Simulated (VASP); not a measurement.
Set up this calculation in VASP 6.6.1, as the native input.

```yaml
Task: single point
Functional: PBEsol
Potentials_or_basis: VASP PAW PBE potentials, release 64 (Cu)
Cutoff: 520 eV
k_mesh: 13 × 13 × 7
Occupations: methfessel-paxton, width 0.15 eV
Spin: no spin polarisation
Dipole_correction: no
Further_INCAR_settings: ALGO = Normal; EDIFF = 1e-06; NBANDS = 18
```

The structure of Cu lies in POSCAR:

```
Cu
1.0
    2.5837977945      0.0000000000      0.0000000000
   -1.2918983874      2.2376341432      0.0000000000
    0.0000000000      0.0000000000      4.1932301247
Cu
2
Direct
    0.3333333333      0.6666666667      0.2500000000
    0.6666666667      0.3333333333      0.7500000000
```

These files were run (other wordings do the same):

INCAR

```
SYSTEM = Cu
PREC     = Accurate       ! precision mode
ENCUT    = 520            ! plane-wave cutoff, eV
EDIFF    = 1E-6           ! SCF threshold, eV
ISMEAR   = 1              ! smearing method
SIGMA    = 0.15           ! smearing width, eV
LREAL    = .FALSE.        ! projectors in reciprocal space
LASPH    = .TRUE.         ! aspherical terms in the spheres
NELM     = 60             ! most SCF steps
ALGO     = Normal         ! electronic algorithm
ISIF     = 2              ! what is computed and relaxed
LWAVE    = .FALSE.        ! write WAVECAR
LCHARG   = .FALSE.        ! write CHGCAR
GGA      = PS             ! functional
NBANDS   = 18             ! bands
```

KPOINTS

```
Automatic mesh
0
G
  13 13 7
  0 0 0
```

Potentials or basis: VASP PAW PBE potentials, release 64 (Cu).

Command:

```bash
$ cat potpaw_PBE.64/Cu/POTCAR > POTCAR
$ mpirun -np 1 vasp_std > vasp.out
```

Results of the run:

```yaml
Pressure: -9.1 GPa
Band_gap_on_the_k_mesh: zero (band 11 reaches 10.02 eV, above the bottom of band 12 at 5.23 eV)
```

Caveat: the PAW data sets were made with another functional, which shifts forces and pressure a little.

Wall time 38 s on 1 thread of AMD EPYC 7R43 64-Core Processor (Zen 3) (shared host), peak memory 0.12 GiB.
